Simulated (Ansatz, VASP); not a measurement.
## Two plane-wave programs on MgO

INCAR

```
SYSTEM = MgO
ALGO = Normal
EDIFF = 1E-6
ENCUT = 600
GGA = PE
GGA_COMPAT = .False.
ISIF = 2
ISMEAR = -1
LASPH = .True.
LCHARG = .True.
LELF = .True.
LREAL = .False.
LVHAR = .True.
LWAVE = .False.
NBANDS = 11
NELM = 120
PREC = Accurate
SIGMA = 0.1
```

KPOINTS

```
k-points
0
Gamma
  8 8 8
  0 0 0
```

File POSCAR:

```
MgO
1.0
    0.0000000000      2.1110000000      2.1110000000
    2.1110000000      0.0000000000      2.1110000000
    2.1110000000      2.1110000000      0.0000000000
Mg O
1 1
Direct
    0.0000000000      0.0000000000      0.0000000000
    0.5000000000      0.5000000000      0.5000000000
```

Input for Ansatz:

```yaml
crystal:
  lattice:
    - [0.0, 2.111, 2.111]
    - [2.111, 0.0, 2.111]
    - [2.111, 2.111, 0.0]
  atoms:
    - { symbol: Mg, position: [0.0, 0.0, 0.0] }
    - { symbol: O, position: [0.5, 0.5, 0.5] }
hamiltonian:
  xc: pbe
  pseudopotentials: { kind: paw }
basis:
  ecutwfc: 420
kpoints:
  mp_grid: { grid: [8, 8, 8] }
scf:
  occupations: { method: fermi_dirac, width: 0.1 }
  lower_state_search: "off"
  algorithm: density_mixing
  max_iter: 50
  mixing: { algorithm: anderson, beta: 0.8, globalisation: backtrack }
output:
  forces: true
  stress: true
```

Alike in both runs: task single point; functional PBE; k mesh 8 × 8 × 8; occupations fermi-dirac, width 0.1 eV; no spin polarisation.

|  | VASP | Ansatz |
| --- | --- | --- |
| version | VASP 6.6.1 | Ansatz 0.2.0 |
| potentials or method | VASP PAW PBE potentials, release 64 (Mg, O), cutoff 600 eV | PAW, plane waves, scalar-relativistic |
| valence electrons in the cell | 8 | 16 |

```csv
,VASP,Ansatz,Ansatz less VASP
pressure (GPa),2.5,3.5,+0.98
```

VASP's potentials hold 8 valence electrons a cell and Ansatz's 16, so a difference there can come from the potentials and not from the codes.
